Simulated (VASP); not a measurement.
# GeB4P (F-43m) in VASP: further runs, part 2 of 2

VASP 6.6.1. The steps go on from the part before.

### Step 4. Relaxation of cell and atoms, PBE

This run uses another cell than the first one, of 13.09 Å³/atom.

File INCAR:

```
  ALGO = Fast
  EDIFF = 1E-6
  EDIFFG = -0.01
  ENCUT = 600
  GGA = PE
  IBRION = 2
  ISIF = 3
  ISMEAR = 0
  LASPH = True
  LCHARG = False
  LREAL = False
  LWAVE = False
  NELM = 80
  NSW = 100
  PREC = Accurate
  SIGMA = 0.1
```

File KPOINTS:

```
k-points
0
Gamma
  10 10 10
```

File POSCAR:

```
GeB4P
1.0
    0.0000000000      3.3986925364      3.3986925364
    3.3986925364      0.0000000000      3.3986925364
    3.3986925364      3.3986925364      0.0000000000
Ge B P
1 4 1
Direct
    0.0000000000      0.0000000000      0.0000000000
    0.6606797291      0.0179608126      0.6606797291
    0.6606797291      0.6606797291      0.6606797291
    0.0179608126      0.6606797291      0.6606797291
    0.6606797291      0.6606797291      0.0179608126
    0.5000000000      0.5000000000      0.5000000000
```

Potentials or basis: VASP PAW PBE potentials, release 64 (Ge_d, B, P).

Launch:

```bash
> cat potpaw_PBE.64/Ge_d/POTCAR potpaw_PBE.64/B/POTCAR potpaw_PBE.64/P/POTCAR > POTCAR
> mpirun -np 1 vasp_std > vasp.out
```

OUTCAR:

```text
EDIFF = 1E-6
   EDIFFG = -0.01
   ENCUT = 600
   GGA = PE
   IBRION = 2
   ISIF = 3
   ISMEAR = 0
   LASPH = True
   LREAL = False
   NELM = 80
   NSW = 100
   PREC = Accurate

 ion  position               nearest neighbor table
   1  0.000  0.000  0.000-
   2  0.661  0.018  0.661-   3 1.72   4 1.72   5 1.72   6 1.89
   3  0.661  0.661  0.661-   2 1.72   4 1.72   5 1.72   6 1.89
   4  0.018  0.661  0.661-   2 1.72   3 1.72   5 1.72   6 1.89
   5  0.661  0.661  0.018-   2 1.72   3 1.72   4 1.72   6 1.89
   6  0.500  0.500  0.500-   3 1.89   2 1.89   4 1.89   5 1.89

  LATTYP: Found a face centered cubic cell.
 ALAT       =     6.7973850728

  Lattice vectors:

 A1 = (   0.0000000000,   3.3986925364,   3.3986925364)
 A2 = (   3.3986925364,   0.0000000000,   3.3986925364)
 A3 = (   3.3986925364,   3.3986925364,   0.0000000000)

Analysis of symmetry for initial positions (statically):
=====================================================================
 Subroutine PRICEL returns:
 Original cell was already a primitive cell.

 Routine SETGRP: Setting up the symmetry group for a
 face centered cubic supercell.

 Subroutine GETGRP returns: Found 24 space group operations
 (whereof 24 operations were pure point group operations)
 out of a pool of 48 trial point group operations.

The static configuration has the point symmetry T_d .

Analysis of symmetry for dynamics (positions and initial velocities):
=====================================================================
 Subroutine PRICEL returns:
 Original cell was already a primitive cell.

 Routine SETGRP: Setting up the symmetry group for a
 face centered cubic supercell.

 Subroutine GETGRP returns: Found 24 space group operations
 (whereof 24 operations were pure point group operations)
 out of a pool of 48 trial point group operations.

The dynamic configuration has the point symmetry T_d .

 Subroutine INISYM returns: Found 24 space group operations
[... 134 lines left out ...]
   LEPSILON=     F    determine dielectric tensor
   LRPA    =     F    only Hartree local field effects (RPA)
 conjugate gradient relaxation of ions
 non-spin polarized calculation
 RMM-DIIS sequential band-by-band and
 Gauss-broadening in eV      SIGMA  =   0.10
  energy-cutoff  :      600.00
  volume of cell :       78.52
 maximum number of plane-waves:      2685
 NGX is ok and might be reduce to    40
   NGX = 19   NGY = 19   NGZ = 19

--------------------------------------- Ionic step        1  -------------------------------------------

 number of electron      31.0000010 magnetization

 Free energy of the ion-electron system (eV)
  ---------------------------------------------------
  ext. energy  EPLUGINS =         0.00000000
  ---------------------------------------------------
  free energy    TOTEN  =       -33.20141319 eV

  energy without entropy =      -33.18544099  energy(sigma->0) =      -33.19342709

------------------------ aborting loop because EDIFF is reached ----------------------------------------

  FORCE on cell =-STRESS in cart. coord.  units (eV):
  Direction    XX          YY          ZZ          XY          YZ          ZX
  --------------------------------------------------------------------------------------
  -------------------------------------------------------------------------------------
  Total        0.0128540      0.0128540      0.0128540     -0.0000000      0.0000000      0.0000000
  in kB        0.2622919      0.2622919      0.2622919     -0.0000000      0.0000000      0.0000000
  external PRESSURE =       0.2622919 kB  Pullay stress =       0.0000000 kB
[... 67 lines left out ...]
--------------------------------------- Ionic step        3  -------------------------------------------

 number of electron      31.0000010 magnetization

 Free energy of the ion-electron system (eV)
  ---------------------------------------------------
  ext. energy  EPLUGINS =         0.00000000
  ---------------------------------------------------
  free energy    TOTEN  =       -33.20141774 eV

  energy without entropy =      -33.18544842  energy(sigma->0) =      -33.19343308

 E-fermi :   4.7518     XC(G=0): -10.1192

 val. band max:        4.7185277624   @ k =  -0.4000   0.1000   0.0000
 cond. band min:       4.7610076417   @ k =  -0.2000   0.3000   0.1000
 fundamental gap:      0.0424798793
 Fermi energy:         4.7518117814

 k-point     1 :       0.0000    0.0000    0.0000
  band No.  band energies     occupation
      1     -20.3387      2.00000
      2     -20.3387      2.00000
      3     -20.3368      2.00000
      4     -20.3368      2.00000
      5     -20.3368      2.00000
      6      -9.7175      2.00000
[... 505 lines left out ...]
      6      -8.7794      2.00000
[... 11 lines left out ...]
     18       7.3185      0.00000
     19       7.7336      0.00000

 [... further k-points ...]

------------------------ aborting loop because EDIFF is reached ----------------------------------------

  FORCE on cell =-STRESS in cart. coord.  units (eV):
  Direction    XX          YY          ZZ          XY          YZ          ZX
  --------------------------------------------------------------------------------------
  -------------------------------------------------------------------------------------
  Total       -0.0046477     -0.0046477     -0.0046477      0.0000000      0.0000000      0.0000000
  in kB       -0.0948290     -0.0948290     -0.0948290      0.0000000      0.0000000      0.0000000
  external PRESSURE =      -0.0948290 kB  Pullay stress =       0.0000000 kB
[... 21 lines left out ...]
  FREE ENERGIE OF THE ION-ELECTRON SYSTEM (eV)
  ---------------------------------------------------
  free  energy   TOTEN  =       -33.2014177421 eV

  energy  without entropy=      -33.1854484223  energy(sigma->0) =      -33.19343308

 reached required accuracy - stopping structural energy minimisation
```

OSZICAR:

```text
N       E                     dE             d eps       ncg     rms          rms(c)
DAV:   1     0.235182511228E+03    0.23518E+03   -0.15842E+04  2025   0.295E+03
DAV:   2    -0.589576826069E+01   -0.24108E+03   -0.23194E+03  1967   0.659E+02
[... 22 lines left out ...]
   2 F= -.33201392E+02 E0= -.33193412E+02  d E =0.213518E-04
       N       E                     dE             d eps       ncg     rms          rms(c)
DAV:   1    -0.332014273365E+02   -0.34906E-04   -0.10164E-03  2056   0.303E-01    0.250E-02
RMM:   2    -0.332014194226E+02    0.79139E-05   -0.44997E-05  2149   0.674E-02    0.981E-03
RMM:   3    -0.332014176749E+02    0.17476E-05   -0.14622E-05  2159   0.324E-02    0.359E-03
RMM:   4    -0.332014177421E+02   -0.67120E-07   -0.20702E-06  1168   0.111E-02
   3 F= -.33201418E+02 E0= -.33193433E+02  d E =-.455437E-05
```

Run time: 4.5 min. Hardware: 1 thread of Oxide Virtual Turin-like, shared host; peak memory 0.27 GiB.

What came out:

```yaml
Free_energy: -33.2014 eV
Relaxed_volume: 13.09 Å³/atom
Relaxed_cell: a = 4.807 Å, b = 4.807 Å, c = 4.807 Å, α = 60.00°, β = 60.00°, γ = 60.00°
Space_group_after_relaxing_to_0.1_Å: F-43m (No. 216)
Energy_gained_by_relaxing: 0.0 meV/atom
Ionic_steps: 3
Pressure_after_relaxing: 0.0 GPa
Band_gap_on_the_k_mesh: zero (an odd number of electrons rules out a gap without spin polarisation)
```

Final structure:
```
Ge B P
1.0
     0.00000    3.39881    3.39881
     3.39881    0.00000    3.39881
     3.39881    3.39881    0.00000
Ge B P
1 4 1
Direct
  0.00000 0.00000 0.00000
  0.66066 0.01801 0.66066
  0.66066 0.66066 0.66066
  0.01801 0.66066 0.66066
  0.66066 0.66066 0.01801
  0.50000 0.50000 0.50000
```

Levels at points of the mesh, in eV from the Fermi level:
```
           k point  band 14  band 15  band 16  band 17  band 18  band 19
(0.00, 0.00, 0.00)    -4.90    -0.63    -0.63     1.55     1.55     1.55
(0.50, 0.00, 0.00)    -2.75     0.01     0.01     1.97     1.97     2.19
(0.50, 0.50, 0.00)    -1.61    -1.30     1.15     2.53     2.53     3.02
```

Caveat: an odd number of electrons without spin polarisation forces a metal; a magnetic or distorted state may lie lower.

### Step 5. Overview

```csv
task,cell,k mesh,cutoff (eV),gap on the mesh (eV),pressure (GPa),relaxed volume (Å³/atom)
relaxation of cell and atoms,"relaxed from a = 5.865 Å, angles 60.0°, 6 atoms, atomic positions A",4 × 4 × 4,600,none,-0.2,13.09
single point,"a = 4.807 Å, angles 60.0°, 6 atoms, atomic positions B",10 × 10 × 10,520,none,0.0,-
relaxation of cell and atoms,"relaxed from a = 4.806 Å, angles 60.0°, 6 atoms, atomic positions B",10 × 10 × 10,600,none,0.0,13.09
```

Alike in all rows: level PBE; potentials or basis VASP PAW PBE potentials, release 64 (Ge_d, B, P); no spin polarisation; smearing gaussian 0.1 eV.

Caveats: an odd number of electrons without spin polarisation forces a metal; a magnetic or distorted state may lie lower; the volume moved by over 15 % at a fixed basis, so the end points are rough (at least some runs).

Absolute energies hang on the potentials; compare differences alone.

The gap in the log of VASP goes by the Fermi energy; the results here count the filled bands.